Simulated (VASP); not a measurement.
# BaH2 (P6_3/mmc) in VASP: a series of runs

The runs below take BaH2 through single point, with PBEsol.

Program: VASP 6.6.1. These are calculated values, not measurements. Logs are shortened: lines on timing, memory, paths and dates and some standing lists are left out, and cuts for length are marked.

## Step 1: The cell of the first run

Symmetry: P6_3/mmc, No. 194, hexagonal system. Conventional cell: a = 4.285 Å, b = 4.285 Å, c = 5.521 Å, α = 90.00°, β = 90.00°, γ = 120.00°. Within 3.3 Å of Ba (site symmetry -6m2) lie 11 H at 2.47 to 2.83 Å. H (site symmetry -6m2) has 5 Ba at 2.47 to 2.76 Å and 6 H at 2.83 Å within 3.3 Å. Within 3.6 Å of H (site symmetry -3m) lie 8 H at 2.76 to 2.83 Å and 6 Ba at 2.83 Å.

## Step 2: Single point, PBEsol (14.63 Å³/atom)

INCAR

```
PREC = Accurate
ENCUT = 520
EDIFF = 1E-6
ISMEAR = 0
SIGMA = 0.02
LREAL = F
LASPH = T
NELM = 80
ALGO = Normal
ISIF = 2
LWAVE = F
LCHARG = T
GGA = PS
LELF = T
LVHAR = T
NBANDS = 21
```

KPOINTS

```
regular mesh
0
Gamma
  9 9 6
```

POSCAR

```
BaH2
1.0
    4.2853122940      0.0000000000      0.0000000000
   -2.1426561470      3.7111893098      0.0000000000
    0.0000000000      0.0000000000      5.5210727853
Ba H
2 4
Direct
    0.6666666667      0.3333333333      0.7500000000
    0.3333333333      0.6666666667      0.2500000000
    0.3333333333      0.6666666667      0.7500000000
    0.6666666667      0.3333333333      0.2500000000
    0.0000000000      0.0000000000      0.5000000000
    0.0000000000      0.0000000000      0.0000000000
```

Potentials or basis: VASP PAW PBE potentials, release 64 (Ba_sv, H).

Run with:

```
$ cat potpaw_PBE.64/Ba_sv/POTCAR potpaw_PBE.64/H/POTCAR > POTCAR
$ mpirun -np 1 vasp_std > vasp.out
```

OUTCAR:

```text
PREC = Accurate
   ENCUT = 520
   EDIFF = 1E-6
   ISMEAR = 0
   LREAL = F
   LASPH = T
   NELM = 80
   ISIF = 2
   GGA = PS

 ion  position               nearest neighbor table
   1  0.667  0.333  0.750-   3 2.47   3 2.47   3 2.47   4 2.76   4 2.76   2 3.71   2 3.71   2 3.71
                             2 3.71   2 3.71   2 3.71
   2  0.333  0.667  0.250-   4 2.47   4 2.47   4 2.47   3 2.76   3 2.76   1 3.71   1 3.71   1 3.71
                             1 3.71   1 3.71   1 3.71
   3  0.333  0.667  0.750-   1 2.47   1 2.47   1 2.47   2 2.76   2 2.76
   4  0.667  0.333  0.250-   2 2.47   2 2.47   2 2.47   1 2.76   1 2.76
   5  0.000  0.000  0.500-
   6  0.000  0.000  0.000-

  LATTYP: Found a hexagonal cell.
 ALAT       =     4.2853122940
 C/A-ratio  =     1.2883711633

  Lattice vectors:

 A1 = (   4.2853122940,   0.0000000000,   0.0000000000)
 A2 = (  -2.1426561470,   3.7111893098,   0.0000000000)
 A3 = (   0.0000000000,   0.0000000000,   5.5210727853)

Analysis of symmetry for initial positions (statically):
=====================================================================
 Subroutine PRICEL returns:
 Original cell was already a primitive cell.

 Routine SETGRP: Setting up the symmetry group for a
 hexagonal supercell.

 Subroutine GETGRP returns: Found 24 space group operations
 (whereof 12 operations were pure point group operations)
 out of a pool of 24 trial point group operations.

The static configuration has the point symmetry D_3d.
 The point group associated with its full space group is D_6h.

Analysis of symmetry for dynamics (positions and initial velocities):
=====================================================================
 Subroutine PRICEL returns:
 Original cell was already a primitive cell.

 Routine SETGRP: Setting up the symmetry group for a
 hexagonal supercell.

 Subroutine GETGRP returns: Found 24 space group operations
 (whereof 12 operations were pure point group operations)
 out of a pool of 24 trial point group operations.

The dynamic configuration has the point symmetry D_3d.
 The point group associated with its full space group is D_6h.

 Subroutine INISYM returns: Found 24 space group operations
 (whereof 12 operations are pure point group operations),
 and found     1 'primitive' translations

----------------------------------------------------------------------------------------

                                     Primitive cell

  volume of cell :      87.8050

  direct lattice vectors                    reciprocal lattice vectors
     4.285312294  0.000000000  0.000000000     0.233355222  0.134727700  0.000000000
    -2.142656147  3.711189310  0.000000000     0.000000000  0.269455400  0.000000000
     0.000000000  0.000000000  5.521072785     0.000000000  0.000000000  0.181124220

  length of vectors
     4.285312294  4.285312294  5.521072785     0.269455400  0.269455400  0.181124220

  position of ions in fractional coordinates (direct lattice)
     0.666666667  0.333333333  0.750000000
     0.333333333  0.666666667  0.250000000
     0.333333333  0.666666667  0.750000000
     0.666666667  0.333333333  0.250000000
     0.000000000  0.000000000  0.500000000
     0.000000000  0.000000000  0.000000000

  ion indices of the primitive-cell ions
   primitive index   ion index
                 1           1
                 2           2
                 3           3
                 4           4
                 5           5
                 6           6

----------------------------------------------------------------------------------------

 KPOINTS: regular mesh

Automatic generation of k-mesh.
 Grid dimensions read from file:
 generate k-points for:    9    9    6

 Generating k-lattice:

  Cartesian coordinates                     Fractional coordinates (reciprocal lattice)
     0.025928358  0.014969744  0.000000000     0.111111111  0.000000000  0.000000000
     0.000000000  0.029939489  0.000000000     0.000000000  0.111111111  0.000000000
     0.000000000  0.000000000  0.030187370     0.000000000  0.000000000  0.166666667

  Length of vectors
     0.029939489  0.029939489  0.030187370

  Shift w.r.t. Gamma in fractional coordinates (k-lattice)
     0.000000000  0.000000000  0.000000000

 Subroutine IBZKPT returns following result:
 ===========================================

 Found     48 irreducible k-points:

 Following reciprocal coordinates:
            Coordinates               Weight
  0.000000  0.000000  0.000000      1.000000
  0.111111  0.000000  0.000000      6.000000
  0.222222 -0.000000  0.000000      6.000000
  0.333333  0.000000  0.000000      6.000000
  0.444444 -0.000000  0.000000      6.000000
  0.111111  0.111111  0.000000      6.000000
[... 16 lines left out ...]
  0.333333  0.222222  0.166667     24.000000
  0.333333  0.333333  0.166667      4.000000
 [... further k-points ...]
   k-points           NKPTS =     48   k-points in BZ     NKDIM =     48   number of bands    NBANDS=     21
   number of dos      NEDOS =    301   number of ions     NIONS =      6
   total plane-waves  NPLWV =  43008
   dimension x,y,z NGX =    32 NGY =   32 NGZ =   42
   dimension x,y,z NGXF=    64 NGYF=   64 NGZF=   84
   ions per type =               2   4
   NGX,Y,Z   is equivalent  to a cutoff of  12.41, 12.41, 12.65 a.u.
   NGXF,Y,Z  is equivalent  to a cutoff of  24.83, 24.83, 25.29 a.u.
 SYSTEM =  unknown system
   PREC   = accura    normal or accurate (medium, high low for compatibility)
   ISTART =      0    job   : 0-new  1-cont  2-samecut
   ICHARG =      2    charge: 1-file 2-atom 10-const
   ISPIN  =      1    spin polarized calculation?
   LNONCOLLINEAR =      F non collinear calculations
   LSORBIT =      F    spin-orbit coupling
   LASPH  =      T    aspherical Exc in radial PAW
   ENCUT  =  520.0 eV  38.22 Ry    6.18 a.u.   7.97  7.97 10.27*2*pi/ulx,y,z
   NELM   =     80;   NELMIN=  2; NELMDL= -5     # of ELM steps
   EDIFF  = 0.1E-05   stopping-criterion for ELM
   LREAL  =      F    real-space projection
   EDIFFG = 0.1E-04   stopping-criterion for IOM
   NSW    =      0    number of steps for IOM
   IBRION =     -1    ionic relax: 0-MD 1-quasi-New 2-CG
   NFREE  =      0    steps in history (QN), initial steepest desc. (CG)
   ISIF   =      2    stress and relaxation
   ISYM   =      2    0-nonsym 1-usesym 2-fastsym
   POTIM  = 0.5000    time-step for ionic-motion
   TEBEG  =    0.0;   TEEND  =   0.0 temperature during run
   PSTRESS=    0.0 pullay stress
   NELECT =      24.0000    total number of electrons
   NUPDOWN=      -1.0000    fix difference up-down
   EMIN   =  10.00;   EMAX   =-10.00  energy-range for DOS
   EFERMI =   0.00;   METHOD = LEGACY
   ISMEAR =     0;   SIGMA  =   0.02  broadening in eV -4-tet -1-fermi 0-gaus
   EFERMI_NEDOS =   21; number of points for ismear=-14 and -15
   IALGO  =     38    algorithm
   IMIX   =      4    mixing-type and parameters
     AMIX     =   0.40;   BMIX     =  1.00
     AMIX_MAG =   1.60;   BMIX_MAG =  1.00
  volume/ion in A,a.u.               =      14.63        98.76
  Fermi-wavevector in a.u.,A,eV,Ry     =   1.062443  2.007726 15.358048  1.128785
  Thomas-Fermi vector in A             =   2.197894
   LORBIT       =      0    0 simple, 1 ext, 2 COOP (PROOUT), +10 PAW based schemes
   GGA     = PS    functional components
   LHFCALC =     F    Hartree Fock is set to
   AEXX    =    0.0000 exact exchange contribution
   IVDW    =     0    specifies the selected vdW correction
   LEPSILON=     F    determine dielectric tensor
   LRPA    =     F    only Hartree local field effects (RPA)
 non-spin polarized calculation
 Gauss-broadening in eV      SIGMA  =   0.02
  energy-cutoff  :      520.00
  volume of cell :       87.80
 maximum number of plane-waves:      2385
 NGX is ok and might be reduce to    32
   NGX = 15   NGY = 15   NGZ = 21

 number of electron      23.9999999 magnetization

 Free energy of the ion-electron system (eV)
  ---------------------------------------------------
  ext. energy  EPLUGINS =         0.00000000
  ---------------------------------------------------
  free energy    TOTEN  =       -20.30890686 eV

  energy without entropy =      -20.30890686  energy(sigma->0) =      -20.30890686

 E-fermi :   1.8635     XC(G=0):  -9.5390

 val. band max:        1.7255705529   @ k =   0.0000   0.0000   0.1667
 cond. band min:       3.4103187842   @ k =   0.3333   0.3333   0.5000
 fundamental gap:      1.6847482313
 Fermi energy:         1.8634791605

 k-point     1 :       0.0000    0.0000    0.0000
  band No.  band energies     occupation
      1     -25.0984      2.00000
      2     -24.7054      2.00000
      3     -11.2760      2.00000
      4     -10.0992      2.00000
      5     -10.0992      2.00000
      6      -9.6260      2.00000
[... 13 lines left out ...]
     20       7.9349      0.00000
     21       7.9350      0.00000

 k-point     2 :       0.1111    0.0000    0.0000
  band No.  band energies     occupation
      1     -25.0816      2.00000
      2     -24.7092      2.00000
      3     -11.2236      2.00000
      4     -10.1923      2.00000
      5     -10.1385      2.00000
      6      -9.7447      2.00000
[... 13 lines left out ...]
     20       8.3570      0.00000
     21       8.6405      0.00000

 k-point     3 :       0.2222   -0.0000    0.0000
  band No.  band energies     occupation
      1     -25.0356      2.00000
      2     -24.7222      2.00000
      3     -11.0751      2.00000
      4     -10.4343      2.00000
      5     -10.2282      2.00000
      6      -9.9974      2.00000
[... 13 lines left out ...]
     20       9.2454      0.00000
     21       9.6958      0.00000
[... 457 lines left out ...]
 k-point    23 :       0.3333    0.2222    0.1667
  band No.  band energies     occupation
      1     -24.8803      2.00000
      2     -24.8030      2.00000
      3     -10.9470      2.00000
      4     -10.7546      2.00000
      5     -10.5800      2.00000
      6     -10.1310      2.00000
[... 13 lines left out ...]
     20       9.0869      0.00000
     21       9.3303      0.00000

 k-point    24 :       0.3333    0.3333    0.1667
  band No.  band energies     occupation
      1     -24.8382      2.00000
      2     -24.8382      2.00000
      3     -10.7879      2.00000
      4     -10.7879      2.00000
      5     -10.7778      2.00000
      6      -9.9757      2.00000
[... 13 lines left out ...]
     20       9.3755      0.00000
     21       9.3755      0.00000

 [... further k-points ...]

------------------------ aborting loop because EDIFF is reached ----------------------------------------

  FORCE on cell =-STRESS in cart. coord.  units (eV):
  Direction    XX          YY          ZZ          XY          YZ          ZX
  --------------------------------------------------------------------------------------
  -------------------------------------------------------------------------------------
  Total        2.7470380      2.7470380      2.7998160      0.0000000      0.0000000      0.0000000
  in kB       50.1252084     50.1252084     51.0882496      0.0000000      0.0000000      0.0000000
  external PRESSURE =      50.4462221 kB  Pullay stress =       0.0000000 kB

 VOLUME and BASIS-vectors are now :
 -----------------------------------------------------------------------------
  energy-cutoff  :      520.00
  volume of cell :       87.80
      direct lattice vectors                 reciprocal lattice vectors
     4.285312294  0.000000000  0.000000000     0.233355222  0.134727700  0.000000000
    -2.142656147  3.711189310  0.000000000     0.000000000  0.269455400  0.000000000
     0.000000000  0.000000000  5.521072785     0.000000000  0.000000000  0.181124220

 POSITION                                       TOTAL-FORCE (eV/Angst)
 -----------------------------------------------------------------------------------
      2.14266      1.23706      4.14080         0.000000     -0.000000      0.000000
     -0.00000      2.47413      1.38027        -0.000000      0.000000      0.000000
     -0.00000      2.47413      4.14080         0.000000      0.000000      0.000000
      2.14266      1.23706      1.38027        -0.000000     -0.000000      0.000000
      0.00000      0.00000      2.76054         0.000000     -0.000000      0.000000
      0.00000      0.00000      0.00000         0.000000     -0.000000      0.000000
 -----------------------------------------------------------------------------------
    total drift:                                0.000000     -0.000000      0.000000

  FREE ENERGIE OF THE ION-ELECTRON SYSTEM (eV)
  ---------------------------------------------------
  free  energy   TOTEN  =       -20.3089068573 eV

  energy  without entropy=      -20.3089068573  energy(sigma->0) =      -20.30890686
```

Wall time 73 s (1 thread of AMD EPYC 7R13, shared host); peak memory 0.24 GiB.

What came out:

* Free energy: -20.3089 eV
* Pressure: 5.0 GPa
* Band gap on the k mesh: 1.68 eV (least direct gap 2.31 eV)

Levels at points of the mesh, in eV from the valence-band top:
```tsv
k point	band 10	band 11	band 12	band 13	band 14	band 15
(0.00, 0.00, 0.00)	-3.44	-0.04	-0.03	2.67	2.67	3.80
(0.00, 0.00, 0.50)	-3.22	-0.40	-0.40	2.41	2.41	2.41
```

Caveat: the cell stands under pressure; the PAW data sets were made with another functional, which shifts forces and pressure a little; spin-orbit coupling is left out, which moves the levels of the heavy elements.

## Step 3: Single point, PBEsol (15.12 Å³/atom)

This run uses another cell than the first one, of 15.12 Å³/atom.

INCAR

```
ALGO = Normal
EDIFF = 1E-7
ENCUT = 520
GGA = PS
ISIF = 2
ISMEAR = 0
LASPH = True
LCHARG = False
LREAL = False
LWAVE = False
NBANDS = 21
NELM = 100
PREC = Accurate
SIGMA = 0.02
```

KPOINTS

```
k-points
0
Gamma
  9 9 6
```

Edit POSCAR of step 2 so:

```diff
@@ -2,5 +2,5 @@
 1.0
-    4.2853122940      0.0000000000      0.0000000000
-   -2.1426561470      3.7111893098      0.0000000000
-    0.0000000000      0.0000000000      5.5210727853
+    4.3203889210      0.0000000000      0.0000000000
+   -2.1601944605      3.7415665599      0.0000000000
+    0.0000000000      0.0000000000      5.6108569963
 Ba H
```

Potentials or basis: VASP PAW PBE potentials, release 64 (Ba_sv, H).

Run with:

```
$ cat potpaw_PBE.64/Ba_sv/POTCAR potpaw_PBE.64/H/POTCAR > POTCAR
$ mpirun -np 1 vasp_std > vasp.out
```

It took 77 s on 1 thread of AMD EPYC 7R13, shared host; peak memory 0.24 GiB.

Results (log left out):

- Free energy: -20.3863 eV
- Pressure: 3.4 GPa
- Band gap on the k mesh: 1.63 eV (least direct gap 2.35 eV)

Levels at points of the mesh, in eV from the valence-band top:
| k point | band 9 | band 10 | band 11 | band 12 | band 13 | band 14 | band 15 | band 16 |
| --- | --- | --- | --- | --- | --- | --- | --- | --- |
| (0.00, 0.00, 0.00) | -4.56 | -3.35 | -0.13 | -0.03 | 2.67 | 2.67 | 3.77 | 3.77 |
| (0.00, 0.00, 0.50) | -3.25 | -3.25 | -0.41 | -0.41 | 2.43 | 2.43 | 2.43 | 2.43 |

Caveat: the cell stands under pressure; the PAW data sets were made with another functional, which shifts forces and pressure a little; spin-orbit coupling is left out, which moves the levels of the heavy elements. A k mesh can miss the band edges.
